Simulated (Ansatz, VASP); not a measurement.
**Ba in VASP and in Ansatz**

```
CELL_PARAMETERS angstrom
0.40428 3.16824 3.16824
3.16824 0.40428 3.16824
3.16824 3.16824 0.40428
ATOMIC_POSITIONS crystal
Ba 0.00000 0.00000 0.00000
```

Alike in both runs: task single point; functional PBEsol; k mesh 14 × 14 × 14; occupations gaussian, width 0.15 eV; no spin polarisation.

|  | VASP | Ansatz |
| --- | --- | --- |
| version | VASP 6.6.1 | Ansatz 0.2.0 |
| potentials or method | VASP PAW PBE potentials, release 64 (Ba_sv), cutoff 520 eV | scalar-relativistic, plane waves, PAW |
| valence electrons in the cell | 10 | 10 |

VASP gave:

```
gap on the k mesh at the Fermi level (eV)                     : none
pressure (GPa)                                                : 1.6
traceless stress, the component that is largest in VASP (GPa) : -1.83
```

Task: Estimate Ansatz's values.

Result: gap on the k mesh at the Fermi level (eV): none; pressure (GPa): 1.4; traceless stress, the component that is largest in VASP (GPa): -1.80.

VASP's potentials were made for PBE, not for PBEsol. A gap of «none» marks a metal or a gap that the smearing closes. The functional is the same, so the differences come from potentials, cutoffs and numerics.

Spin-orbit coupling is off throughout.
